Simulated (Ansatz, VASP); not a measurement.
HfN: VASP beside Ansatz

The input INCAR:

```
SYSTEM = HfN
ALGO     = Normal         ! electronic algorithm
EDIFF    = 1E-6           ! SCF threshold, eV
ENCUT    = 520            ! plane-wave cutoff, eV
GGA      = CA             ! functional
ISIF     = 2              ! what is computed and relaxed
ISMEAR   = -1             ! smearing method
LASPH    = .TRUE.         ! aspherical terms in the spheres
LCHARG   = .TRUE.         ! write CHGCAR
LELF     = .TRUE.         ! ELF
LREAL    = .FALSE.        ! projectors in reciprocal space
LVHAR    = .TRUE.       
LWAVE    = .FALSE.        ! write WAVECAR
NBANDS   = 23             ! bands
NELM     = 60             ! most SCF steps
PREC     = Accurate       ! precision mode
SIGMA    = 0.05           ! smearing width, eV
```

Contents of KPOINTS:

```
k-points
0
G
  10 10 5
  0 0 0
```

File POSCAR:

```
HfN
1.0
    3.0699327642      0.0000000000      0.0000000000
   -1.5349663822      2.6586397618      0.0000000000
    0.0000000000      0.0000000000      5.3061904127
Hf N
2 2
Direct
    0.3333333333      0.6666666667      0.2500000000
    0.6666666667      0.3333333333      0.7500000000
    0.0000000000      0.0000000000      0.5000000000
    0.0000000000      0.0000000000      0.0000000000
```

File input.yaml:

```yaml
crystal:
  lattice:
    - [3.0699327642, 0.0, 0.0]
    - [-1.5349663822, 2.6586397618, 0.0]
    - [0.0, 0.0, 5.3061904127]
  atoms:
    - { symbol: Hf, position: [0.3333333333, 0.6666666667, 0.25] }
    - { symbol: Hf, position: [0.6666666667, 0.3333333333, 0.75] }
    - { symbol: "N", position: [0.0, 0.0, 0.5] }
    - { symbol: "N", position: [0.0, 0.0, 0.0] }
kpoints:
  mp_grid: { grid: [10, 10, 5] }
scf:
  occupations: { method: fermi_dirac, width: 0.05 }
hamiltonian:
  xc: lda
  pseudopotentials: { kind: all_electron, lapw: { basis_error: 0.002 } }
output:
  forces: true
  stress: true
  eigenvalues: true
```

Change from the starting cell: volume scaled by 0.94.

Alike in both runs: task single point; functional LDA; k mesh 10 × 10 × 5; occupations fermi-dirac, width 0.05 eV; no spin polarisation.

|  | VASP | Ansatz |
| --- | --- | --- |
| version | VASP 6.6.1 | Ansatz 0.2.0 |
| potentials or method | VASP PAW LDA potentials, release 64 (Hf_pv, N), cutoff 520 eV | all-electron LAPW, scalar-relativistic |

VASP gave:

```
gap on the k mesh at the Fermi level (eV)                     : none
pressure (GPa)                                                : 8.2
traceless stress, the component that is largest in VASP (GPa) : -0.31
```

Task: Estimate Ansatz's values.

Result: gap on the k mesh at the Fermi level (eV): none; pressure (GPa): 9.4; traceless stress, the component that is largest in VASP (GPa): -0.40.

LDA's correlation is that of Perdew and Zunger in VASP and of Perdew and Wang (1992) in Ansatz. A gap of «none» marks a metal or a gap that the smearing closes. Ansatz ran all-electron here, and VASP with PAW potentials.

Neither program's run includes spin-orbit coupling.
